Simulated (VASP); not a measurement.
Crystal: KBr.

```xyz
4
Lattice="5.6186 0.0000 0.0000 -2.8093 4.8658 0.0000 0.0000 0.0000 6.5538" Properties=species:S:1:pos:R:3 pbc="T T T"
K     0.0000    3.2439   -0.4096
K     2.8093    1.6219    2.8673
Br    0.0000    3.2439    2.8673
Br    2.8093    1.6219    6.1442
```

Base run:

| Property | Result |
| --- | --- |
| Program | VASP 6.6.1 |
| Functional | LDA |
| Potentials or basis | VASP PAW LDA potentials, release 64 (K_sv, Br) |
| Cutoff | 520 eV |
| k mesh | 6 × 6 × 4 |
| Occupations | gaussian, width 0.01 eV |
| Spin | no spin polarisation |

Its results: band gap on the k mesh 3.87 eV; pressure -1.2 GPa.

The run is repeated on the same cell with these changes: functional from LDA to PBE; potentials or basis from VASP PAW LDA potentials, release 64 (K_sv, Br) to VASP PAW PBE potentials, release 64 (K_sv, Br). What comes out?

Band gap on the k mesh 4.19 eV; pressure 0.4 GPa.

Caveats: the structure was generated, so it needn't be the stable form of KBr.

A k mesh can miss the band edges.
